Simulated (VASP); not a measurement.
# Si32Ni (a cell with a defect) in VASP: a series of runs

The runs below take Si32Ni (a cell with a defect) through single point, with PBE.

Everything below comes from runs of VASP 6.6.1. Logs are shortened: lines on timing, memory, paths and dates and some standing lists are left out, and cuts for length are marked.

**1. The cell of the first run**

The cell holds a defect, 33 atoms: a = 9.474 Å, b = 9.474 Å, c = 9.474 Å, α = 109.47°, β = 109.47°, γ = 109.47°.

**2. Single point, PBE**

The input, INCAR:

```
PREC = Accurate
ENCUT = 520
EDIFF = 1E-7
ISMEAR = 0
SIGMA = 0.02
LREAL = Auto
LASPH = T
NELM = 100
ALGO = Normal
ISIF = 2
LWAVE = F
LCHARG = F
GGA = PE
NBANDS = 91
KPAR = 2
```

The input, KPOINTS:

```
Automatic mesh
0
Gamma
  2 2 2
  0.5 0.5 0.5
```

The input, POSCAR:

```
Si32Ni
1.0
   -5.4700937627     -5.4700937627      5.4700937627
    5.4700937627     -5.4700937627     -5.4700937627
    5.4700937627      5.4700937627      5.4700937627
Si Ni
32 1
Direct
    0.2502018355      0.7499630131      0.7499323920
   -0.0000001828      0.7494750872      0.0000126140
    0.4997173026      0.4997606291      0.7498083539
    0.2517450449      0.5021452317      0.0000147164
    0.0000034734      0.5021460544      0.2517585730
    0.7499207834      0.7499639271      0.2502134441
    0.4966638814      0.7464652668      0.4966764955
    0.0000016453     -0.0039288175      0.7470382003
    0.7482608485      0.2504012837      0.7482724570
    0.5033407323      0.2498033963      0.0000137109
    0.2529737259      0.2490449084      0.2529863399
    0.0000004570      0.2498024822      0.5033523408
    0.7497962883      0.4997596236      0.4997290940
    0.7470266831     -0.0039284519      0.0000133453
    0.5002821924      0.0000450632      0.2500926052
    0.2500805396      0.0000443320      0.5002937095
    0.2498508361      0.7510293568      0.5008372103
   -0.0000010055      0.7479910176      0.7494236256
    0.5000615380      0.5000983747      0.5000732380
    0.2509751312      0.5011793433      0.7501665745
    0.0000021023      0.4982580040      0.0000147164
    0.7494115600      0.7479917489      0.0000110601
    0.5008243220      0.7510286255      0.2498622618
    0.0000000000      0.0000358312      0.4999488343
    0.7490261004      0.2502043949      0.4991926315
    0.4991806573      0.2502043035      0.7490381660
    0.2575843415      0.2546757991      0.0000122484
   -0.0000010969      0.2546738795      0.2575946704
    0.7501549659      0.5011805316      0.2509881109
    0.7424214604     -0.0029067143      0.7424338917
    0.4999366773      0.0000360140      0.0000114258
    0.2505872951     -0.0014189885      0.2505993607
    0.0000109687      0.1524695071      0.0000167273
```

Potentials or basis: VASP PAW PBE potentials, release 64 (Si, Ni).

The run is started by

```sh
cat potpaw_PBE.64/Si/POTCAR potpaw_PBE.64/Ni/POTCAR > POTCAR
mpirun -np 4 vasp_std > vasp.out
```

OUTCAR:

```text
PREC = Accurate
   ENCUT = 520
   EDIFF = 1E-7
   ISMEAR = 0
   LREAL = Auto
   LASPH = T
   NELM = 100
   ISIF = 2
   GGA = PE

 ion  position               nearest neighbor table
   1  0.250  0.750  0.750-  20 2.36  17 2.36  18 2.36  31 2.37
   2  1.000  0.749  0.000-  22 2.37  32 2.37  18 2.37  21 2.38
   3  0.500  0.500  0.750-  26 2.36  20 2.36  22 2.36  19 2.37
   4  0.252  0.502  0.000-  20 2.36  23 2.36  27 2.36  21 2.37
   5  0.000  0.502  0.252-  17 2.36  29 2.36  28 2.36  21 2.37
   6  0.750  0.750  0.250-  29 2.36  23 2.36  22 2.36  24 2.37
   7  0.497  0.746  0.497-  30 2.34  19 2.36  17 2.37  23 2.37
   8  0.000  0.996  0.747-  24 2.35  18 2.36  33 2.36  30 2.43  27 2.43
   9  0.748  0.250  0.748-  25 2.36  26 2.36  30 2.36  21 2.37
  10  0.503  0.250  0.000-  27 2.34  31 2.36  29 2.37  26 2.37
  11  0.253  0.249  0.253-  19 2.35  32 2.36  33 2.36  28 2.43  27 2.43
  12  0.000  0.250  0.503-  28 2.34  24 2.36  25 2.37  20 2.37
  13  0.750  0.500  0.500-  25 2.36  29 2.36  18 2.36  19 2.37
  14  0.747  0.996  0.000-  31 2.35  22 2.36  33 2.36  30 2.43  28 2.43
  15  0.500  0.000  0.250-  23 2.36  25 2.36  32 2.36  31 2.37
  16  0.250  0.000  0.500-  17 2.36  26 2.36  32 2.36  24 2.37
  17  0.250  0.751  0.501-  16 2.36   5 2.36   1 2.36   7 2.37
  18  1.000  0.748  0.749-   8 2.36   1 2.36  13 2.36   2 2.37
  19  0.500  0.500  0.500-  11 2.35   7 2.36  13 2.37   3 2.37
  20  0.251  0.501  0.750-   1 2.36   4 2.36   3 2.36  12 2.37
  21  0.000  0.498  0.000-   9 2.37   4 2.37   5 2.37   2 2.38
  22  0.749  0.748  0.000-  14 2.36   6 2.36   3 2.36   2 2.37
  23  0.501  0.751  0.250-  15 2.36   4 2.36   6 2.36   7 2.37
  24  0.000  0.000  0.500-   8 2.35  12 2.36   6 2.37  16 2.37
  25  0.749  0.250  0.499-  13 2.36   9 2.36  15 2.36  12 2.37
  26  0.499  0.250  0.749-   3 2.36   9 2.36  16 2.36  10 2.37
  27  0.258  0.255  0.000-  33 2.31  10 2.34   4 2.36   8 2.43  11 2.43
  28  1.000  0.255  0.258-  33 2.31  12 2.34   5 2.36  14 2.43  11 2.43
  29  0.750  0.501  0.251-   6 2.36   5 2.36  13 2.36  10 2.37
  30  0.742  0.997  0.742-  33 2.31   7 2.34   9 2.36  14 2.43   8 2.43
  31  0.500  0.000  0.000-  14 2.35  10 2.36   1 2.37  15 2.37
  32  0.251  0.999  0.251-  11 2.36  16 2.36  15 2.36   2 2.37
  33  0.000  0.152  0.000-  27 2.31  28 2.31  30 2.31  11 2.36   8 2.36  14 2.36

  LATTYP: Found a body centered cubic cell.
 ALAT       =    10.9401875254

  Lattice vectors:

 A1 = (  -5.4700937627,  -5.4700937627,   5.4700937627)
 A2 = (   5.4700937627,  -5.4700937627,  -5.4700937627)
 A3 = (   5.4700937627,   5.4700937627,   5.4700937627)

Analysis of symmetry for initial positions (statically):
=====================================================================
 Subroutine PRICEL returns:
 Original cell was already a primitive cell.

 Routine SETGRP: Setting up the symmetry group for a
 body centered cubic supercell.

 Subroutine GETGRP returns: Found  2 space group operations
 (whereof  1 operations were pure point group operations)
 out of a pool of 48 trial point group operations.

The static configuration has the point symmetry C_1 .
 The point group associated with its full space group is C_1h.

Analysis of symmetry for dynamics (positions and initial velocities):
=====================================================================
 Subroutine PRICEL returns:
 Original cell was already a primitive cell.

 Routine SETGRP: Setting up the symmetry group for a
 body centered cubic supercell.

 Subroutine GETGRP returns: Found  2 space group operations
 (whereof  1 operations were pure point group operations)
 out of a pool of 48 trial point group operations.

The dynamic configuration has the point symmetry C_1 .
 The point group associated with its full space group is C_1h.

 Subroutine INISYM returns: Found  2 space group operations
 (whereof  1 operations are pure point group operations),
 and found     1 'primitive' translations

----------------------------------------------------------------------------------------

                                     Primitive cell

  volume of cell :     654.7030

  direct lattice vectors                    reciprocal lattice vectors
    -5.470093763 -5.470093763  5.470093763     0.000000000 -0.091406111  0.091406111
     5.470093763 -5.470093763 -5.470093763     0.091406111 -0.091406111  0.000000000
     5.470093763  5.470093763  5.470093763     0.091406111  0.000000000  0.091406111

  length of vectors
     9.474480319  9.474480319  9.474480319     0.129267762  0.129267762  0.129267762

  position of ions in fractional coordinates (direct lattice)
     0.250201836  0.749963013  0.749932392
     0.999999817  0.749475087  0.000012614
     0.499717303  0.499760629  0.749808354
     0.251745045  0.502145232  0.000014716
     0.000003473  0.502146054  0.251758573
     0.749920783  0.749963927  0.250213444
[... 25 lines left out ...]
     0.250587295  0.998581012  0.250599361
[... 67 lines left out ...]
   IBRION =     -1    ionic relax: 0-MD 1-quasi-New 2-CG
   NFREE  =      0    steps in history (QN), initial steepest desc. (CG)
   ISIF   =      2    stress and relaxation
   ISYM   =      2    0-nonsym 1-usesym 2-fastsym
   POTIM  = 0.5000    time-step for ionic-motion
   TEBEG  =    0.0;   TEEND  =   0.0 temperature during run
   PSTRESS=    0.0 pullay stress
   NELECT =     138.0000    total number of electrons
   NUPDOWN=      -1.0000    fix difference up-down
   EMIN   =  10.00;   EMAX   =-10.00  energy-range for DOS
   EFERMI =   0.00;   METHOD = LEGACY
   ISMEAR =     0;   SIGMA  =   0.02  broadening in eV -4-tet -1-fermi 0-gaus
   EFERMI_NEDOS =   21; number of points for ismear=-14 and -15
   IALGO  =     38    algorithm
   IMIX   =      4    mixing-type and parameters
     AMIX     =   0.40;   BMIX     =  1.00
     AMIX_MAG =   1.60;   BMIX_MAG =  1.00
  volume/ion in A,a.u.               =      19.84       133.88
  Fermi-wavevector in a.u.,A,eV,Ry     =   0.974286  1.841133 12.915100  0.949233
  Thomas-Fermi vector in A             =   2.104733
   LORBIT       =      0    0 simple, 1 ext, 2 COOP (PROOUT), +10 PAW based schemes
   GGA     = PE    functional components
   LHFCALC =     F    Hartree Fock is set to
   AEXX    =    0.0000 exact exchange contribution
   IVDW    =     0    specifies the selected vdW correction
   LEPSILON=     F    determine dielectric tensor
   LRPA    =     F    only Hartree local field effects (RPA)
 non-spin polarized calculation
 Gauss-broadening in eV      SIGMA  =   0.02
  energy-cutoff  :      520.00
  volume of cell :      654.70
 maximum number of plane-waves:     17628
 NGX is ok and might be reduce to    70
   NGX = 35   NGY = 35   NGZ = 35

 number of electron     138.0000002 magnetization

 Free energy of the ion-electron system (eV)
  ---------------------------------------------------
  ext. energy  EPLUGINS =         0.00000000
  ---------------------------------------------------
  free energy    TOTEN  =      -178.40472810 eV

  energy without entropy =     -178.40472810  energy(sigma->0) =     -178.40472810

 E-fermi :   5.7055     XC(G=0):  -9.4554

 val. band max:        5.5979597944   @ k =   0.2500   0.2500   0.2500
 cond. band min:       6.4124185345   @ k =  -0.2500   0.2500   0.2500
 fundamental gap:      0.8144587401
 Fermi energy:         5.7055411638

 k-point     1 :       0.2500    0.2500    0.2500
  band No.  band energies     occupation
      1      -5.4378      2.00000
      2      -5.2642      2.00000
      3      -5.2642      2.00000
      4      -5.2351      2.00000
      5      -3.5931      2.00000
      6      -3.4706      2.00000
[... 73 lines left out ...]
     80       7.4839      0.00000
     81       7.4840      0.00000

 k-point     2 :      -0.2500    0.2500    0.2500
  band No.  band energies     occupation
      1      -5.8271      2.00000
      2      -4.8965      2.00000
      3      -4.7642      2.00000
      4      -4.7272      2.00000
      5      -4.7262      2.00000
      6      -3.9936      2.00000
[... 73 lines left out ...]
     80       8.1630      0.00000
     81       8.2140      0.00000

 k-point     3 :       0.2500   -0.2500    0.2500
  band No.  band energies     occupation
      1      -5.8271      2.00000
      2      -4.8965      2.00000
      3      -4.7642      2.00000
      4      -4.7272      2.00000
      5      -4.7262      2.00000
      6      -3.9936      2.00000
[... 73 lines left out ...]
     80       8.1630      0.00000
     81       8.2140      0.00000
 [bands above 81 left out]

------------------------ aborting loop because EDIFF is reached ----------------------------------------

  FORCE on cell =-STRESS in cart. coord.  units (eV):
  Direction    XX          YY          ZZ          XY          YZ          ZX
  --------------------------------------------------------------------------------------
  -------------------------------------------------------------------------------------
  Total        2.6853497      2.6853497      2.6856999     -0.5180565      0.5184353     -0.5184354
  in kB        6.5715395      6.5715395      6.5723967     -1.2677787      1.2687056     -1.2687057
  external PRESSURE =       6.5718252 kB  Pullay stress =       0.0000000 kB

 VOLUME and BASIS-vectors are now :
 -----------------------------------------------------------------------------
  energy-cutoff  :      520.00
  volume of cell :      654.70
      direct lattice vectors                 reciprocal lattice vectors
    -5.470093763 -5.470093763  5.470093763     0.000000000 -0.091406111  0.091406111
     5.470093763 -5.470093763 -5.470093763     0.091406111 -0.091406111  0.000000000
     5.470093763  5.470093763  5.470093763     0.091406111  0.000000000  0.091406111

 POSITION                                       TOTAL-FORCE (eV/Angst)
 -----------------------------------------------------------------------------------
      6.83594     -1.36880      1.36846         0.000851      0.000590      0.001084
     -1.37032     -9.56972      1.37046        -0.002570      0.002570      0.002806
      4.10176     -1.36572      4.10128        -0.001099     -0.000884      0.000614
      1.36979     -4.12377     -1.36963        -0.002857      0.002822      0.003223
      4.12391     -1.36966     -1.36962        -0.002822      0.002857      0.003223
      1.36893     -6.83582      1.36845        -0.000590     -0.000851      0.001084
[... 25 lines left out ...]
      5.46240     -5.46227     -2.72079        -0.002185      0.002185     -0.000915
      0.83405     -0.83399     -0.83387         0.032916     -0.032916     -0.033442
 -----------------------------------------------------------------------------------
    total drift:                               -0.040454     -0.060318     -0.008009

  FREE ENERGIE OF THE ION-ELECTRON SYSTEM (eV)
  ---------------------------------------------------
  free  energy   TOTEN  =      -178.4047281031 eV

  energy  without entropy=     -178.4047281031  energy(sigma->0) =     -178.40472810
```

Run time: 3.4 min. Hardware: 4 MPI ranks of Intel Xeon Platinum 8375C at 2.90GHz (Ice Lake), shared host; peak memory 0.47 GiB.

What came out:

* Free energy: -178.4047 eV
* Pressure: 0.7 GPa
* Largest force: 0.057 eV/Å
* Band gap on the k mesh: 0.81 eV

Forces on the atoms (eV/Å):
```
Si   0.001  0.001  0.001
Si  -0.003  0.003  0.003
Si  -0.001 -0.001  0.001
Si  -0.003  0.003  0.003
Si  -0.003  0.003  0.003
Si  -0.001 -0.001  0.001
Si  -0.001  0.001  0.003
Si  -0.002  0.000  0.000
Si  -0.003  0.003  0.003
Si  -0.001  0.003  0.001
Si   0.000  0.000  0.002
Si  -0.003  0.001  0.001
Si   0.001  0.001  0.001
Si   0.000  0.002  0.000
Si  -0.001  0.001 -0.001
Si  -0.001  0.001 -0.001
Si   0.001  0.000  0.000
Si   0.001  0.002  0.002
Si  -0.003  0.003 -0.002
Si   0.000 -0.001  0.000
Si   0.000  0.000  0.000
Si  -0.002 -0.001  0.002
Si   0.000 -0.001  0.000
Si   0.002  0.003  0.003
Si   0.000  0.000 -0.001
Si   0.000  0.000 -0.001
Si  -0.006 -0.005  0.006
Si   0.005  0.006  0.006
Si   0.001  0.000  0.000
Si  -0.006  0.006 -0.005
Si  -0.003 -0.002  0.003
Si  -0.002  0.002 -0.001
Ni   0.033 -0.033 -0.033
```

Stress tensor (GPa, compression positive):
```
 0.66 -0.13 -0.13
-0.13  0.66  0.13
-0.13  0.13  0.66
```

Spin polarisation is off, so any magnetic state and its effect on volume and gap are missing.

**3. Single point, PBE**

The input, INCAR:

```
ALGO     = Normal         # electronic algorithm
EDIFF    = 1E-6           # SCF threshold, eV
ENCUT    = 520            # plane-wave cutoff, eV
GGA      = PE             # functional
ISIF     = 2              # what is computed and relaxed
ISMEAR   = 0              # smearing method
KPAR     = 2            
LASPH    = True           # aspherical terms in the spheres
LCHARG   = False          # write CHGCAR
LREAL    = Auto         
LWAVE    = False          # write WAVECAR
NBANDS   = 91             # bands
NELM     = 60             # most SCF steps
PREC     = Accurate       # precision mode
SIGMA    = 0.02           # smearing width, eV
```

KPOINTS is that of step 2.

The input, POSCAR:

```
Si32Ni
1.0
   -5.4700937627     -5.4700937627      5.4700937627
    5.4700937627     -5.4700937627     -5.4700937627
    5.4700937627      5.4700937627      5.4700937627
Si Ni
32 1
Direct
    0.2502602440      0.7502907954      0.7501580737
   -0.0000414070      0.7485837862     -0.0000126140
    0.4998627297      0.5000300029      0.7497328525
    0.2520895546      0.5020550139      0.0000474398
    0.0000363796      0.5020580303      0.2521125889
    0.7501435401      0.7502936290      0.2502640831
    0.4960708386      0.7456781688      0.4960915878
    0.0000042961     -0.0030597282      0.7487596516
    0.7479843450      0.2499699382      0.7479954965
    0.5039689665      0.2495853013     -0.0000083180
    0.2512417629      0.2482169518      0.2512521832
   -0.0000407671      0.2495708592      0.5039835000
    0.7497323954      0.5000335677      0.4998758922
    0.7487528876     -0.0030589055      0.0000021937
    0.5001114457      0.0001768708      0.2498708540
    0.2498835595      0.0001864685      0.5001278988
    0.2499009266      0.7512688408      0.5009633507
   -0.0000042047      0.7483344304      0.7499475654
    0.4991206035      0.4989862365      0.4991212433
    0.2510294265      0.5013341853      0.7501407979
    0.0000291585      0.4973553687      0.0000460687
    0.7499145678      0.7483351616     -0.0000033820
    0.5009470804      0.7512626252      0.2499177453
    0.0000123398     -0.0001624287      0.5008873922
    0.7489222631      0.2503152705      0.4991195980
    0.4991167644      0.2503229486      0.7489528841
    0.2582129414      0.2545265329     -0.0000021937
   -0.0000283359      0.2545217798      0.2582277492
    0.7501365933      0.5013505470      0.2510501757
    0.7418435910     -0.0036515827      0.7418566621
    0.5008859297     -0.0001559388      0.0000078609
    0.2500209428     -0.0015954023      0.2500267928
    0.0000383906      0.1660811568      0.0000381163
```

Potentials or basis: VASP PAW PBE potentials, release 64 (Si, Ni).

The run is started by

```sh
cat potpaw_PBE.64/Si/POTCAR potpaw_PBE.64/Ni/POTCAR > POTCAR
mpirun -np 4 vasp_std > vasp.out
```

Wall time 3.8 min (4 MPI ranks of Intel Xeon Platinum 8375C at 2.90GHz (Ice Lake), shared host); peak memory 0.46 GiB.

It converged, with:

```
Free energy            : -178.4096 eV
Pressure               : 0.6 GPa
Largest force          : 0.016 eV/Å
Band gap on the k mesh : 0.84 eV
```

Forces in eV/Å, atoms in the order of the input:
```
Si   0.000  0.001  0.001
Si   0.000 -0.001  0.001
Si  -0.001 -0.001  0.001
Si  -0.011  0.004  0.010
Si  -0.005  0.011  0.010
Si   0.000  0.000  0.001
Si   0.003 -0.003  0.002
Si  -0.002 -0.003 -0.001
Si  -0.009  0.010  0.002
Si   0.003  0.001 -0.004
Si   0.003 -0.002  0.002
Si  -0.001 -0.004 -0.003
Si   0.002  0.001  0.001
Si   0.004  0.001 -0.001
Si  -0.001  0.002 -0.001
Si  -0.002  0.000 -0.001
Si  -0.002 -0.001 -0.002
Si   0.003 -0.001 -0.001
Si  -0.001  0.002  0.000
Si   0.002  0.001 -0.002
Si  -0.001  0.001  0.001
Si   0.001 -0.004 -0.001
Si   0.002  0.001 -0.003
Si   0.001  0.002  0.001
Si   0.001 -0.003  0.002
Si   0.003 -0.001  0.002
Si   0.003  0.000 -0.003
Si  -0.001 -0.004 -0.002
Si  -0.001 -0.002 -0.002
Si   0.001 -0.002 -0.002
Si  -0.001 -0.001  0.001
Si   0.001 -0.001 -0.003
Ni   0.005 -0.004 -0.005
```

Stress tensor (GPa, compression positive):
```
 0.59 -0.11 -0.11
-0.11  0.59  0.11
-0.11  0.11  0.59
```

Levels at points of the mesh, in eV from the valence-band top:
| k point | band 65 | band 66 | band 67 | band 68 | band 69 | band 70 | band 71 | band 72 | band 73 | band 74 |
| --- | --- | --- | --- | --- | --- | --- | --- | --- | --- | --- |
| (0.25, 0.25, 0.25) | -0.40 | -0.40 | -0.35 | 0.00 | 0.00 | 1.28 | 1.54 | 1.69 | 1.69 | 1.74 |

Spin polarisation is off, so any magnetic state and its effect on volume and gap are missing.
